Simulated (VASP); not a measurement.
# Re (Fd-3m) in VASP: further runs

Runs on Re. Level: PBEsol. Tasks: single point.

All numbers are computed with VASP 6.6.1; they aren't measurements. Logs are shortened: lines on timing, memory, paths and dates and some standing lists are left out, and cuts for length are marked.

## Step 1: The cell of the first run

It takes space group Fd-3m (No. 227, cubic). The conventional cell has a = 5.499 Å, b = 5.499 Å, c = 5.499 Å, α = 90.00°, β = 90.00°, γ = 90.00°. Within 3.1 Å of Re (site symmetry -43m) lie 4 Re at 2.38 Å.

## Step 2: Single point, PBEsol (volume scaled by 0.95)

INCAR

```
PREC = Accurate
ENCUT = 520
EDIFF = 1E-6
ISMEAR = -1
SIGMA = 0.05
LREAL = F
LASPH = T
NELM = 80
ALGO = Normal
ISIF = 2
LWAVE = F
LCHARG = F
GGA = PS
NBANDS = 14
```

KPOINTS

```
Automatic mesh
0
Gamma
  12 12 12
```

POSCAR

```
Re
1.0
    0.0000000000      2.7495544572      2.7495544572
    2.7495544572      0.0000000000      2.7495544572
    2.7495544572      2.7495544572      0.0000000000
Re
2
Direct
   -0.1250000000     -0.1250000000     -0.1250000000
    0.1250000000      0.1250000000      0.1250000000
```

Potentials or basis: VASP PAW PBE potentials, release 64 (Re).

Launch:

```bash
$ cat potpaw_PBE.64/Re/POTCAR > POTCAR
$ mpirun -np 1 vasp_std > vasp.out
```

OUTCAR:

```text
PREC = Accurate
   ENCUT = 520
   EDIFF = 1E-6
   ISMEAR = -1
   LREAL = F
   LASPH = T
   NELM = 80
   ISIF = 2
   GGA = PS

 ion  position               nearest neighbor table
   1  0.875  0.875  0.875-   2 2.38   2 2.38   2 2.38   2 2.38
   2  0.125  0.125  0.125-   1 2.38   1 2.38   1 2.38   1 2.38

  LATTYP: Found a face centered cubic cell.
 ALAT       =     5.4991089144

  Lattice vectors:

 A1 = (   0.0000000000,   2.7495544572,   2.7495544572)
 A2 = (   2.7495544572,   0.0000000000,   2.7495544572)
 A3 = (   2.7495544572,   2.7495544572,   0.0000000000)

Analysis of symmetry for initial positions (statically):
=====================================================================
 Subroutine PRICEL returns:
 Original cell was already a primitive cell.

 Routine SETGRP: Setting up the symmetry group for a
 face centered cubic supercell.

 Subroutine GETGRP returns: Found 48 space group operations
 (whereof 12 operations were pure point group operations)
 out of a pool of 48 trial point group operations.

The static configuration has the point symmetry D_3d.
 The point group associated with its full space group is O_h .

Analysis of symmetry for dynamics (positions and initial velocities):
=====================================================================
 Subroutine PRICEL returns:
 Original cell was already a primitive cell.

 Routine SETGRP: Setting up the symmetry group for a
 face centered cubic supercell.

 Subroutine GETGRP returns: Found 48 space group operations
 (whereof 12 operations were pure point group operations)
 out of a pool of 48 trial point group operations.

The dynamic configuration has the point symmetry D_3d.
 The point group associated with its full space group is O_h .

 Subroutine INISYM returns: Found 48 space group operations
 (whereof 12 operations are pure point group operations),
 and found     1 'primitive' translations

----------------------------------------------------------------------------------------

                                     Primitive cell

  volume of cell :      41.5735

  direct lattice vectors                    reciprocal lattice vectors
     0.000000000  2.749554457  2.749554457    -0.181847644  0.181847644  0.181847644
     2.749554457  0.000000000  2.749554457     0.181847644 -0.181847644  0.181847644
     2.749554457  2.749554457  0.000000000     0.181847644  0.181847644 -0.181847644

  length of vectors
     3.888457204  3.888457204  3.888457204     0.314969359  0.314969359  0.314969359

  position of ions in fractional coordinates (direct lattice)
     0.875000000  0.875000000  0.875000000
     0.125000000  0.125000000  0.125000000

  ion indices of the primitive-cell ions
   primitive index   ion index
                 1           1
                 2           2

----------------------------------------------------------------------------------------

 KPOINTS: Automatic mesh

Automatic generation of k-mesh.
 Grid dimensions read from file:
 generate k-points for:   12   12   12

 Generating k-lattice:

  Cartesian coordinates                     Fractional coordinates (reciprocal lattice)
    -0.015153970  0.015153970  0.015153970     0.083333333  0.000000000  0.000000000
     0.015153970 -0.015153970  0.015153970     0.000000000  0.083333333  0.000000000
     0.015153970  0.015153970 -0.015153970     0.000000000  0.000000000  0.083333333

  Length of vectors
     0.026247447  0.026247447  0.026247447

  Shift w.r.t. Gamma in fractional coordinates (k-lattice)
     0.000000000  0.000000000  0.000000000

 Subroutine IBZKPT returns following result:
 ===========================================

 Found     72 irreducible k-points:

 Following reciprocal coordinates:
            Coordinates               Weight
  0.000000  0.000000  0.000000      1.000000
  0.083333  0.000000  0.000000      8.000000
  0.166667  0.000000  0.000000      8.000000
  0.250000  0.000000  0.000000      8.000000
  0.333333  0.000000  0.000000      8.000000
  0.416667  0.000000  0.000000      8.000000
[... 16 lines left out ...]
  0.500000  0.166667  0.000000     24.000000
 -0.416667  0.166667  0.000000     24.000000
 [... further k-points ...]
   k-points           NKPTS =     72   k-points in BZ     NKDIM =     72   number of bands    NBANDS=     14
   number of dos      NEDOS =    301   number of ions     NIONS =      2
   total plane-waves  NPLWV =  27000
   dimension x,y,z NGX =    30 NGY =   30 NGZ =   30
   dimension x,y,z NGXF=    60 NGYF=   60 NGZF=   60
   ions per type =               2
   NGX,Y,Z   is equivalent  to a cutoff of  12.83, 12.83, 12.83 a.u.
   NGXF,Y,Z  is equivalent  to a cutoff of  25.65, 25.65, 25.65 a.u.
 SYSTEM =  unknown system
   PREC   = accura    normal or accurate (medium, high low for compatibility)
   ISTART =      0    job   : 0-new  1-cont  2-samecut
   ICHARG =      2    charge: 1-file 2-atom 10-const
   ISPIN  =      1    spin polarized calculation?
   LNONCOLLINEAR =      F non collinear calculations
   LSORBIT =      F    spin-orbit coupling
   LASPH  =      T    aspherical Exc in radial PAW
   ENCUT  =  520.0 eV  38.22 Ry    6.18 a.u.   7.23  7.23  7.23*2*pi/ulx,y,z
   NELM   =     80;   NELMIN=  2; NELMDL= -5     # of ELM steps
   EDIFF  = 0.1E-05   stopping-criterion for ELM
   LREAL  =      F    real-space projection
   EDIFFG = 0.1E-04   stopping-criterion for IOM
   NSW    =      0    number of steps for IOM
   IBRION =     -1    ionic relax: 0-MD 1-quasi-New 2-CG
   NFREE  =      0    steps in history (QN), initial steepest desc. (CG)
   ISIF   =      2    stress and relaxation
   ISYM   =      2    0-nonsym 1-usesym 2-fastsym
   POTIM  = 0.5000    time-step for ionic-motion
   TEBEG  =    0.0;   TEEND  =   0.0 temperature during run
   PSTRESS=    0.0 pullay stress
   NELECT =      14.0000    total number of electrons
   NUPDOWN=      -1.0000    fix difference up-down
   EMIN   =  10.00;   EMAX   =-10.00  energy-range for DOS
   EFERMI =   0.00;   METHOD = LEGACY
   ISMEAR =    -1;   SIGMA  =   0.05  broadening in eV -4-tet -1-fermi 0-gaus
   EFERMI_NEDOS =   21; number of points for ismear=-14 and -15
   IALGO  =     38    algorithm
   IMIX   =      4    mixing-type and parameters
     AMIX     =   0.40;   BMIX     =  1.00
     AMIX_MAG =   1.60;   BMIX_MAG =  1.00
  volume/ion in A,a.u.               =      20.79       140.28
  Fermi-wavevector in a.u.,A,eV,Ry     =   1.138969  2.152339 17.650159  1.297250
  Thomas-Fermi vector in A             =   2.275673
   LORBIT       =      0    0 simple, 1 ext, 2 COOP (PROOUT), +10 PAW based schemes
   GGA     = PS    functional components
   LHFCALC =     F    Hartree Fock is set to
   AEXX    =    0.0000 exact exchange contribution
   IVDW    =     0    specifies the selected vdW correction
   LEPSILON=     F    determine dielectric tensor
   LRPA    =     F    only Hartree local field effects (RPA)
 non-spin polarized calculation
  energy-cutoff  :      520.00
  volume of cell :       41.57
 maximum number of plane-waves:      1139
 NGX is ok and might be reduce to    30
   NGX = 15   NGY = 15   NGZ = 15

 number of electron      13.9999999 magnetization

 Free energy of the ion-electron system (eV)
  ---------------------------------------------------
  ext. energy  EPLUGINS =         0.00000000
  ---------------------------------------------------
  free energy    TOTEN  =       -23.19155756 eV

  energy without entropy =      -23.17951221  energy(sigma->0) =      -23.18553488

 E-fermi :   3.9798     XC(G=0): -11.5307

 val. band max:        3.9753996491   @ k =  -0.3333   0.3333   0.1667
 cond. band min:       3.9960701589   @ k =  -0.2500   0.2500   0.0000
 fundamental gap:      0.0206705098
 Fermi energy:         3.9798254991

 k-point     1 :       0.0000    0.0000    0.0000
  band No.  band energies     occupation
      1      -3.2732      2.00000
      2       0.6108      2.00000
      3       0.6108      2.00000
      4       1.5754      2.00000
      5       1.5754      2.00000
      6       1.5754      2.00000
      7       4.6707      0.00000
      8       4.6707      0.00000
      9       4.6707      0.00000
     10       8.5624      0.00000
     11       8.5624      0.00000
     12      15.4191      0.00000
     13      15.9312      0.00000
     14      17.0391      0.00000

 k-point     2 :       0.0833    0.0000    0.0000
  band No.  band energies     occupation
      1      -3.1347      2.00000
      2       0.5384      2.00000
      3       0.5384      2.00000
      4       1.5524      2.00000
      5       1.7100      2.00000
      6       1.7100      2.00000
      7       4.4642      0.00012
      8       4.6450      0.00000
      9       4.6450      0.00000
     10       8.5430      0.00000
     11       8.5430      0.00000
     12      15.0439      0.00000
     13      16.0982      0.00000
     14      17.1081      0.00000

 k-point     3 :       0.1667    0.0000    0.0000
  band No.  band energies     occupation
      1      -2.7352      2.00000
      2       0.4362      2.00000
      3       0.4362      2.00000
      4       1.4950      2.00000
      5       1.9455      2.00000
      6       1.9455      2.00000
      7       3.9473      1.31451
      8       4.6299      0.00000
      9       4.6299      0.00000
     10       8.4737      0.00000
     11       8.4737      0.00000
     12      14.4802      0.00000
     13      15.1536      0.00000
     14      17.1981      0.00000
[... 324 lines left out ...]
 k-point    23 :       0.5000    0.1667    0.0000
  band No.  band energies     occupation
      1      -0.2215      2.00000
      2      -0.0506      2.00000
      3       0.7334      2.00000
      4       0.9751      2.00000
      5       1.7630      2.00000
      6       2.0775      2.00000
      7       3.6082      1.99882
      8       5.1877      0.00000
      9       5.5400      0.00000
     10       7.5265      0.00000
     11       7.9450      0.00000
     12       8.6646      0.00000
     13      12.8220      0.00000
     14      13.4101      0.00000

 k-point    24 :      -0.4167    0.1667    0.0000
  band No.  band energies     occupation
      1      -0.2442      2.00000
      2       0.2204      2.00000
      3       0.6159      2.00000
      4       0.7728      2.00000
      5       1.8143      2.00000
      6       2.1357      2.00000
      7       3.7744      1.96769
      8       5.0520      0.00000
      9       5.5800      0.00000
     10       7.2645      0.00000
     11       8.1266      0.00000
     12       8.5100      0.00000
     13      12.5230      0.00000
     14      13.7863      0.00000

 [... further k-points ...]
[... 5 lines left out ...]
  --------------------------------------------------------------------------------------
  -------------------------------------------------------------------------------------
  Total        2.2687604      2.2687604      2.2687604      0.0000000     -0.0000000     -0.0000000
  in kB       87.4343825     87.4343825     87.4343825      0.0000000     -0.0000000     -0.0000000
  external PRESSURE =      87.4343825 kB  Pullay stress =       0.0000000 kB

 VOLUME and BASIS-vectors are now :
 -----------------------------------------------------------------------------
  energy-cutoff  :      520.00
  volume of cell :       41.57
      direct lattice vectors                 reciprocal lattice vectors
     0.000000000  2.749554457  2.749554457    -0.181847644  0.181847644  0.181847644
     2.749554457  0.000000000  2.749554457     0.181847644 -0.181847644  0.181847644
     2.749554457  2.749554457  0.000000000     0.181847644  0.181847644 -0.181847644

 POSITION                                       TOTAL-FORCE (eV/Angst)
 -----------------------------------------------------------------------------------
      4.81172      4.81172      4.81172        -0.000000     -0.000000     -0.000000
      0.68739      0.68739      0.68739         0.000000      0.000000      0.000000
 -----------------------------------------------------------------------------------
    total drift:                               -0.000000      0.000000      0.000000

  FREE ENERGIE OF THE ION-ELECTRON SYSTEM (eV)
  ---------------------------------------------------
  free  energy   TOTEN  =       -23.1915575567 eV

  energy  without entropy=      -23.1795122051  energy(sigma->0) =      -23.18553488
```

It took 20 s on 1 thread of Intel Xeon 6975P-C (Granite Rapids), shared host; peak memory 0.18 GiB.

Results:

- Free energy: -23.1916 eV
- Pressure: 8.7 GPa
- Band gap on the k mesh: zero (band 7 reaches 4.67 eV, above the bottom of band 8 at 3.12 eV)

Caveat: the PAW data sets were made with another functional, which shifts forces and pressure a little; spin-orbit coupling is left out, which moves the levels of the heavy elements.

## Step 3: Single point, PBEsol (volume scaled by 0.95)

INCAR

```
SYSTEM = Re
PREC = Accurate
ENCUT = 520
EDIFF = 1E-7
ISMEAR = -1
SIGMA = 0.05
LREAL = .FALSE.
LASPH = .TRUE.
NELM = 60
ALGO = Normal
ISIF = 2
LWAVE = .FALSE.
LCHARG = .FALSE.
GGA = PS
NBANDS = 14
```

KPOINTS

```
regular mesh
0
G
  12 12 12
  0 0 0
```

POSCAR is that of step 2.

Potentials or basis: VASP PAW PBE potentials, release 64 (Re).

Launch:

```bash
$ cat potpaw_PBE.64/Re/POTCAR > POTCAR
$ mpirun -np 1 vasp_std > vasp.out
```

Wall time 20 s (1 thread of Intel Xeon 6975P-C (Granite Rapids), shared host); peak memory 0.19 GiB.

It converged, with:

| Quantity | Value |
| --- | --- |
| Free energy | -23.1916 eV |
| Pressure | 8.7 GPa |
| Band gap on the k mesh | zero (band 7 reaches 4.67 eV, above the bottom of band 8 at 3.12 eV) |

Levels at points of the mesh, in eV from the Fermi level:
| k point | band 4 | band 5 | band 6 | band 7 | band 8 | band 9 | band 10 | band 11 |
| --- | --- | --- | --- | --- | --- | --- | --- | --- |
| (0.00, 0.00, 0.00) | -2.40 | -2.40 | -2.40 | 0.69 | 0.69 | 0.69 | 4.58 | 4.58 |
| (0.50, 0.00, 0.00) | -3.04 | -2.69 | -2.69 | -0.91 | 1.91 | 1.91 | 3.61 | 3.61 |
| (0.50, 0.50, 0.00) | -2.62 | -1.91 | -1.91 | -0.06 | -0.06 | 4.02 | 4.02 | 4.88 |

Caveat: the PAW data sets were made with another functional, which shifts forces and pressure a little; spin-orbit coupling is left out, which moves the levels of the heavy elements.
